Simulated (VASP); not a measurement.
A run of VASP 6.6.1:

INCAR

```
PREC = Accurate
ENCUT = 520
EDIFF = 1E-6
ISMEAR = 0
SIGMA = 0.1
LREAL = F
LASPH = T
NELM = 80
ALGO = Normal
ISIF = 2
LWAVE = F
LCHARG = F
GGA = PE
NBANDS = 30
```

The input KPOINTS:

```
Automatic mesh
0
Gamma
  4 4 4
```

The input POSCAR:

```
NaS6
1.0
    0.0000000000      3.9895760312      3.9895760312
    3.9895760312      0.0000000000      3.9895760312
    3.9895760312      3.9895760312      0.0000000000
Na S
1 6
Direct
    0.5000000000      0.5000000000      0.5000000000
    0.5000000000      0.0000000000      0.0000000000
    0.0000000000      0.5000000000      0.5000000000
    0.0000000000      0.5000000000      0.0000000000
    0.5000000000      0.0000000000      0.5000000000
    0.0000000000      0.0000000000      0.5000000000
    0.5000000000      0.5000000000      0.0000000000
```

Potentials or basis: VASP PAW PBE potentials, release 64 (Na_pv, S).

Command:

```bash
$ cat potpaw_PBE.64/Na_pv/POTCAR potpaw_PBE.64/S/POTCAR > POTCAR
$ mpirun -np 1 vasp_std > vasp.out
```

Hardware: 1 thread of Intel(R) Xeon(R) 6975P-C (Granite Rapids), on a shared host.

Problem. Estimate the wall time of this run.

Solution. It took 16 s on 1 thread of Intel(R) Xeon(R) 6975P-C (Granite Rapids), with other jobs on the host, peak memory 0.25 GiB. Counts: scf iterations 12, k points 8.
